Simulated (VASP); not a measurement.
# TiO2 (Fd-3m) in VASP: further runs, part 2 of 2

VASP 6.6.1.

**4. Relaxation of cell and atoms, PBE**

This run uses another cell than the first one, of 24.72 Å³/atom, 1.003 times its volume.

File INCAR:

```
SYSTEM = TiO2
PREC     = Accurate       ! precision mode
ENCUT    = 600            ! plane-wave cutoff, eV
EDIFF    = 1E-7           ! SCF threshold, eV
ISMEAR   = 0              ! smearing method
SIGMA    = 0.02           ! smearing width, eV
LREAL    = .False.        ! projectors in reciprocal space
LASPH    = .True.         ! aspherical terms in the spheres
NELM     = 100            ! most SCF steps
ALGO     = Normal         ! electronic algorithm
ISIF     = 3              ! what is computed and relaxed
LWAVE    = .False.        ! write WAVECAR
LCHARG   = .False.        ! write CHGCAR
GGA      = PE             ! functional
IBRION   = 2              ! ionic algorithm
NSW      = 100            ! ionic steps
EDIFFG   = -0.01          ! ionic threshold
```

File KPOINTS:

```
Automatic mesh
0
Gamma
  6 6 6
  0 0 0
```

File POSCAR:

```
TiO2
1.0
    0.0000000000      4.2011486029      4.2011486029
    4.2011486029      0.0000000000      4.2011486029
    4.2011486029      4.2011486029      0.0000000000
Ti O
2 4
Direct
    0.7500000000      0.7500000000      0.7500000000
    0.5000000000      0.5000000000      0.5000000000
    0.6250000000      0.6250000000      0.6250000000
    0.6250000000      0.6250000000      0.1250000000
    0.6250000000      0.1250000000      0.6250000000
    0.1250000000      0.6250000000      0.6250000000
```

Potentials or basis: VASP PAW PBE potentials, release 64 (Ti_sv, O).

Started as:

```
$ cat potpaw_PBE.64/Ti_sv/POTCAR potpaw_PBE.64/O/POTCAR > POTCAR
$ mpirun -np 1 vasp_std > vasp.out
```

OUTCAR:

```text
SYSTEM = TiO2
   PREC = Accurate
   ENCUT = 600
   EDIFF = 1E-7
   ISMEAR = 0
   LREAL = .False.
   LASPH = .True.
   NELM = 100
   ISIF = 3
   GGA = PE
   IBRION = 2
   NSW = 100
   EDIFFG = -0.01

 ion  position               nearest neighbor table
   1  0.750  0.750  0.750-   3 1.82   4 1.82   5 1.82   6 1.82
   2  0.500  0.500  0.500-   3 1.82   4 1.82   5 1.82   6 1.82
   3  0.625  0.625  0.625-   1 1.82   2 1.82
   4  0.625  0.625  0.125-   1 1.82   2 1.82
   5  0.625  0.125  0.625-   1 1.82   2 1.82
   6  0.125  0.625  0.625-   1 1.82   2 1.82

  LATTYP: Found a face centered cubic cell.
 ALAT       =     8.4022972058

  Lattice vectors:

 A1 = (   0.0000000000,   4.2011486029,   4.2011486029)
 A2 = (   4.2011486029,   0.0000000000,   4.2011486029)
 A3 = (   4.2011486029,   4.2011486029,   0.0000000000)

Analysis of symmetry for initial positions (statically):
=====================================================================
 Subroutine PRICEL returns:
 Original cell was already a primitive cell.

 Routine SETGRP: Setting up the symmetry group for a
 face centered cubic supercell.

[... 154 lines left out ...]
  volume of cell :      148.30
 maximum number of plane-waves:      4970
   NGX = 23   NGY = 23   NGZ = 23

--------------------------------------- Ionic step        1  -------------------------------------------

 number of electron      48.0000012 magnetization

 Free energy of the ion-electron system (eV)
  ---------------------------------------------------
  ext. energy  EPLUGINS =         0.00000000
  ---------------------------------------------------
  free energy    TOTEN  =       -53.72283080 eV

  energy without entropy =      -53.72283080  energy(sigma->0) =      -53.72283080

------------------------ aborting loop because EDIFF is reached ----------------------------------------

  FORCE on cell =-STRESS in cart. coord.  units (eV):
  Direction    XX          YY          ZZ          XY          YZ          ZX
  --------------------------------------------------------------------------------------
  -------------------------------------------------------------------------------------
  Total       -0.0611609     -0.0611609     -0.0611609     -0.0000000      0.0000000      0.0000000
  in kB       -0.6607705     -0.6607705     -0.6607705     -0.0000000      0.0000000      0.0000000
  external PRESSURE =      -0.6607705 kB  Pullay stress =       0.0000000 kB
[... 67 lines left out ...]
--------------------------------------- Ionic step        3  -------------------------------------------

 number of electron      48.0000011 magnetization

 Free energy of the ion-electron system (eV)
  ---------------------------------------------------
  ext. energy  EPLUGINS =         0.00000000
  ---------------------------------------------------
  free energy    TOTEN  =       -53.72285151 eV

  energy without entropy =      -53.72285151  energy(sigma->0) =      -53.72285151

 E-fermi :  -2.4178     XC(G=0):  -6.5052

 val. band max:       -2.5176722288   @ k =   0.5000   0.0000   0.0000
 cond. band min:       0.7187826196   @ k =   0.0000   0.0000   0.0000
 fundamental gap:      3.2364548484
 Fermi energy:        -2.4177520463

 k-point     1 :       0.0000    0.0000    0.0000
  band No.  band energies     occupation
      1     -57.9998      2.00000
      2     -57.9913      2.00000
      3     -34.3915      2.00000
      4     -34.3915      2.00000
      5     -34.3915      2.00000
      6     -34.2906      2.00000
[... 518 lines left out ...]
  FREE ENERGIE OF THE ION-ELECTRON SYSTEM (eV)
  ---------------------------------------------------
  free  energy   TOTEN  =       -53.7228515051 eV

  energy  without entropy=      -53.7228515051  energy(sigma->0) =      -53.72285151

 reached required accuracy - stopping structural energy minimisation
```

OSZICAR:

```text
N       E                     dE             d eps       ncg     rms          rms(c)
DAV:   1     0.686979055973E+03    0.68698E+03   -0.26061E+04   912   0.187E+03
DAV:   2     0.324165321397E+02   -0.65456E+03   -0.64071E+03  1168   0.529E+02
DAV:   3    -0.633939547807E+02   -0.95810E+02   -0.95486E+02  1328   0.203E+02
[... 32 lines left out ...]
DAV:   5    -0.537228496395E+02   -0.39876E-06   -0.18380E-06  1132   0.951E-03    0.647E-03
DAV:   6    -0.537228514240E+02   -0.17844E-05   -0.41007E-06  1148   0.102E-02    0.324E-03
DAV:   7    -0.537228516986E+02   -0.27460E-06   -0.17289E-06  1312   0.567E-03    0.138E-03
DAV:   8    -0.537228515515E+02    0.14703E-06   -0.21783E-07   720   0.436E-03    0.759E-04
DAV:   9    -0.537228515051E+02    0.46451E-07   -0.44852E-08   556   0.194E-03
   3 F= -.53722852E+02 E0= -.53722852E+02  d E =-.207083E-04
```

CONTCAR:

```text
TiO2
   1.00000000000000
    -0.0000000000000000    4.2001869775093379    4.2001869775093379
     4.2001869775093379    0.0000000000000000    4.2001869775093379
     4.2001869775093379    4.2001869775093379    0.0000000000000000
  Ti              O
     2     4
Direct
     0.7500000000000000    0.7500000000000000    0.7500000000000000
     0.5000000000000000    0.5000000000000000    0.5000000000000000
     0.6250000000000000    0.6250000000000000    0.6250000000000000
     0.6250000000000000    0.6250000000000000    0.1250000000000000
     0.6250000000000000    0.1250000000000000    0.6250000000000000
     0.1250000000000000    0.6250000000000000    0.6250000000000000

  0.00000000E+00  0.00000000E+00  0.00000000E+00
  0.00000000E+00  0.00000000E+00  0.00000000E+00
  0.00000000E+00  0.00000000E+00  0.00000000E+00
  0.00000000E+00  0.00000000E+00  0.00000000E+00
  0.00000000E+00  0.00000000E+00  0.00000000E+00
  0.00000000E+00  0.00000000E+00  0.00000000E+00
```

Run time: 1.9 min. Hardware: 1 thread of Intel Xeon 6975P-C (Granite Rapids), shared host; peak memory 0.36 GiB.

Results:

```
Free energy                            : -53.7229 eV
Relaxed volume                         : 24.70 Å³/atom
Relaxed cell                           : a = 5.940 Å, b = 5.940 Å, c = 5.940 Å, α = 60.00°, β = 60.00°, γ = 60.00°
Space group after relaxing (to 0.05 Å) : Fd-3m (No. 227)
Energy gained by relaxing              : 0.0 meV/atom
Ionic steps                            : 3
Pressure after relaxing                : 0.0 GPa
Band gap on the k mesh                 : 3.24 eV, indirect (the least direct gap lies 2.8 meV higher)
```

Final structure:
```
Ti O
1.0
     0.00000    4.20019    4.20019
     4.20019    0.00000    4.20019
     4.20019    4.20019    0.00000
Ti O
2 4
Direct
  0.75000 0.75000 0.75000
  0.50000 0.50000 0.50000
  0.62500 0.62500 0.62500
  0.62500 0.62500 0.12500
  0.62500 0.12500 0.62500
  0.12500 0.62500 0.62500
```

A k mesh can miss the band edges. Expect the measured gap to be larger: semilocal functionals such as PBE lack the derivative discontinuity.
